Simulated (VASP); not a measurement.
# Br (Pm-3m) in VASP: single point with LDA

Aim: the single point of Br with LDA.

Program: VASP 6.6.1. These are calculated values, not measurements. Logs are shortened: lines on timing, memory, paths and dates and some standing lists are left out, and cuts for length are marked.

### Step 1. The cell of the first run

Symmetry: Pm-3m, No. 221, cubic system. The conventional cell has a = 2.990 Å, b = 2.990 Å, c = 2.990 Å, α = 90.00°, β = 90.00°, γ = 90.00°. Br (site symmetry m-3m) has 6 Br at 2.99 Å within 3.9 Å.

### Step 2. Single point, LDA

The input, INCAR:

```
SYSTEM = Br
ALGO = Normal
EDIFF = 1E-7
ENCUT = 520
ISIF = 2
ISMEAR = -1
LASPH = .TRUE.
LCHARG = .FALSE.
LREAL = .FALSE.
LWAVE = .FALSE.
NBANDS = 10
NELM = 80
PREC = Accurate
SIGMA = 0.13605693000000002
```

The input, KPOINTS:

```
k-points
0
G
  11 11 11
  0 0 0
```

The input, POSCAR:

```
Br
1.0
    2.9898546180      0.0000000000      0.0000000000
    0.0000000000      2.9898546180      0.0000000000
    0.0000000000      0.0000000000      2.9898546180
Br
1
Direct
    0.0000000000      0.0000000000      0.0000000000
```

Potentials or basis: VASP PAW LDA potentials, release 64 (Br).

Run with:

```sh
$ cat potpaw_LDA.64/Br/POTCAR > POTCAR
$ mpirun -np 1 vasp_std > vasp.out
```

OUTCAR:

```text
SYSTEM = Br
   EDIFF = 1E-7
   ENCUT = 520
   ISIF = 2
   ISMEAR = -1
   LASPH = .TRUE.
   LREAL = .FALSE.
   NELM = 80
   PREC = Accurate

 ion  position               nearest neighbor table
   1  0.000  0.000  0.000-

  LATTYP: Found a simple cubic cell.
 ALAT       =     2.9898546180

  Lattice vectors:

 A1 = (   2.9898546180,   0.0000000000,   0.0000000000)
 A2 = (   0.0000000000,   2.9898546180,   0.0000000000)
 A3 = (   0.0000000000,   0.0000000000,   2.9898546180)

Analysis of symmetry for initial positions (statically):
=====================================================================
 Subroutine PRICEL returns:
 Original cell was already a primitive cell.

 Routine SETGRP: Setting up the symmetry group for a
 simple cubic supercell.

 Subroutine GETGRP returns: Found 48 space group operations
 (whereof 48 operations were pure point group operations)
 out of a pool of 48 trial point group operations.

The static configuration has the point symmetry O_h .

Analysis of symmetry for dynamics (positions and initial velocities):
=====================================================================
 Subroutine PRICEL returns:
 Original cell was already a primitive cell.

 Routine SETGRP: Setting up the symmetry group for a
 simple cubic supercell.

 Subroutine GETGRP returns: Found 48 space group operations
 (whereof 48 operations were pure point group operations)
 out of a pool of 48 trial point group operations.

The dynamic configuration has the point symmetry O_h .

 Subroutine INISYM returns: Found 48 space group operations
 (whereof 48 operations are pure point group operations),
 and found     1 'primitive' translations

----------------------------------------------------------------------------------------

                                     Primitive cell

  volume of cell :      26.7270

  direct lattice vectors                    reciprocal lattice vectors
     2.989854618  0.000000000  0.000000000     0.334464423  0.000000000  0.000000000
     0.000000000  2.989854618  0.000000000     0.000000000  0.334464423  0.000000000
     0.000000000  0.000000000  2.989854618     0.000000000  0.000000000  0.334464423

  length of vectors
     2.989854618  2.989854618  2.989854618     0.334464423  0.334464423  0.334464423

  position of ions in fractional coordinates (direct lattice)
     0.000000000  0.000000000  0.000000000

  ion indices of the primitive-cell ions
   primitive index   ion index
                 1           1

[... 77 lines left out ...]
   ISIF   =      2    stress and relaxation
   ISYM   =      2    0-nonsym 1-usesym 2-fastsym
   POTIM  = 0.5000    time-step for ionic-motion
   TEBEG  =    0.0;   TEEND  =   0.0 temperature during run
   PSTRESS=    0.0 pullay stress
   NELECT =       7.0000    total number of electrons
   NUPDOWN=      -1.0000    fix difference up-down
   EMIN   =  10.00;   EMAX   =-10.00  energy-range for DOS
   EFERMI =   0.00;   METHOD = LEGACY
   ISMEAR =    -1;   SIGMA  =   0.14  broadening in eV -4-tet -1-fermi 0-gaus
   EFERMI_NEDOS =   21; number of points for ismear=-14 and -15
   IALGO  =     38    algorithm
   IMIX   =      4    mixing-type and parameters
     AMIX     =   0.40;   BMIX     =  1.00
     AMIX_MAG =   1.60;   BMIX_MAG =  1.00
  volume/ion in A,a.u.               =      26.73       180.36
  Fermi-wavevector in a.u.,A,eV,Ry     =   1.047428  1.979352 14.927020  1.097105
  Thomas-Fermi vector in A             =   2.182308
   LORBIT       =      0    0 simple, 1 ext, 2 COOP (PROOUT), +10 PAW based schemes
   GGA     = CA    functional components
   LHFCALC =     F    Hartree Fock is set to
   AEXX    =    0.0000 exact exchange contribution
   IVDW    =     0    specifies the selected vdW correction
   LEPSILON=     F    determine dielectric tensor
   LRPA    =     F    only Hartree local field effects (RPA)
 non-spin polarized calculation
  energy-cutoff  :      520.00
  volume of cell :       26.73
 maximum number of plane-waves:       739
 NGX is ok and might be reduce to    24
   NGX = 11   NGY = 11   NGZ = 11

 number of electron       6.9999997 magnetization

 Free energy of the ion-electron system (eV)
  ---------------------------------------------------
  ext. energy  EPLUGINS =         0.00000000
  ---------------------------------------------------
  free energy    TOTEN  =        -1.81660779 eV

  energy without entropy =       -1.74969262  energy(sigma->0) =       -1.78315021

 E-fermi :   2.2433     XC(G=0):  -9.4536

 val. band max:        2.2340521977   @ k =   0.4545   0.0909   0.0000
 cond. band min:       2.2653549328   @ k =   0.4545   0.0909   0.0909
 fundamental gap:      0.0313027350
 Fermi energy:         2.2433469255

 k-point     1 :       0.0000    0.0000    0.0000
  band No.  band energies     occupation
      1     -14.1173      2.00000
      2       2.0691      1.56523
      3       2.0691      1.56523
      4       2.0691      1.56523
      5       8.4761      0.00000
      6      10.7469      0.00000
      7      10.7469      0.00000
      8      22.6458      0.00000
      9      22.6458      0.00000
     10      22.6458      0.00000
[... 287 lines left out ...]
 k-point    24 :       0.2727    0.0909    0.0909
  band No.  band energies     occupation
      1     -13.3815      2.00000
      2      -1.4954      2.00000
      3       1.8549      1.89113
      4       1.9342      1.81305
      5      10.9092      0.00000
      6      12.5100      0.00000
      7      14.4573      0.00000
      8      16.4354      0.00000
      9      17.6448      0.00000
     10      20.5479      0.00000

 [... further k-points ...]

------------------------ aborting loop because EDIFF is reached ----------------------------------------

  FORCE on cell =-STRESS in cart. coord.  units (eV):
  Direction    XX          YY          ZZ          XY          YZ          ZX
  --------------------------------------------------------------------------------------
  -------------------------------------------------------------------------------------
  Total        0.0089859      0.0089859      0.0089859      0.0000000      0.0000000      0.0000000
  in kB        0.5386674      0.5386674      0.5386674      0.0000000      0.0000000      0.0000000
  external PRESSURE =       0.5386674 kB  Pullay stress =       0.0000000 kB

 VOLUME and BASIS-vectors are now :
 -----------------------------------------------------------------------------
  energy-cutoff  :      520.00
  volume of cell :       26.73
      direct lattice vectors                 reciprocal lattice vectors
     2.989854618  0.000000000  0.000000000     0.334464423  0.000000000  0.000000000
     0.000000000  2.989854618  0.000000000     0.000000000  0.334464423  0.000000000
     0.000000000  0.000000000  2.989854618     0.000000000  0.000000000  0.334464423

 POSITION                                       TOTAL-FORCE (eV/Angst)
 -----------------------------------------------------------------------------------
      0.00000      0.00000      0.00000         0.000000      0.000000      0.000000
 -----------------------------------------------------------------------------------
    total drift:                                0.000000      0.000000     -0.000000

  FREE ENERGIE OF THE ION-ELECTRON SYSTEM (eV)
  ---------------------------------------------------
  free  energy   TOTEN  =        -1.8166077874 eV

  energy  without entropy=       -1.7496926244  energy(sigma->0) =       -1.78315021
```

OSZICAR:

```text
N       E                     dE             d eps       ncg     rms          rms(c)
DAV:   1     0.203820301679E+02    0.20382E+02   -0.29967E+03  1120   0.540E+02
DAV:   2    -0.944030638698E+00   -0.21326E+02   -0.20487E+02  1444   0.933E+01
DAV:   3    -0.181436092722E+01   -0.87033E+00   -0.84105E+00  1338   0.177E+01
DAV:   4    -0.181710711086E+01   -0.27462E-02   -0.27458E-02  1370   0.124E+00
DAV:   5    -0.181711366300E+01   -0.65521E-05   -0.65518E-05  1378   0.591E-02    0.634E+00
DAV:   6    -0.181660468674E+01    0.50898E-03   -0.10405E-03  1266   0.158E-01    0.384E+00
DAV:   7    -0.181664333164E+01   -0.38645E-04   -0.13602E-03  1248   0.187E-01    0.510E-02
DAV:   8    -0.181660728806E+01    0.36044E-04   -0.11946E-04  1222   0.529E-02    0.856E-03
DAV:   9    -0.181660767086E+01   -0.38280E-06   -0.33605E-06  1334   0.114E-02    0.328E-03
DAV:  10    -0.181660777459E+01   -0.10373E-06   -0.20999E-07  1242   0.234E-03    0.195E-03
DAV:  11    -0.181660778742E+01   -0.12825E-07   -0.39813E-08   704   0.106E-03
   1 F= -.18166078E+01 E0= -.17831502E+01  d E =-.669152E-01
```

stdout:

```text
POSCAR found type information on POSCAR Br
 POSCAR found :  1 types and       1 ions
 scaLAPACK will be used
 LDA part: xc-table for (Slater(with rela. corr.)+CA(PZ))
 , standard interpolation
 POSCAR, INCAR and KPOINTS ok, starting setup
 FFT: planning ... GRIDC
 FFT: planning ... GRID_SOFT
 FFT: planning ... GRID
 WAVECAR not read
 entering main loop
```

Run time: 9.7 s. Hardware: 1 thread of AMD EPYC 7R43 (Zen 3), shared host; peak memory 0.09 GiB.

Results:

* Free energy: -1.8166 eV
* Pressure: 0.1 GPa

Caveat: an odd number of electrons without spin polarisation forces a metal; a magnetic or distorted state may lie lower.
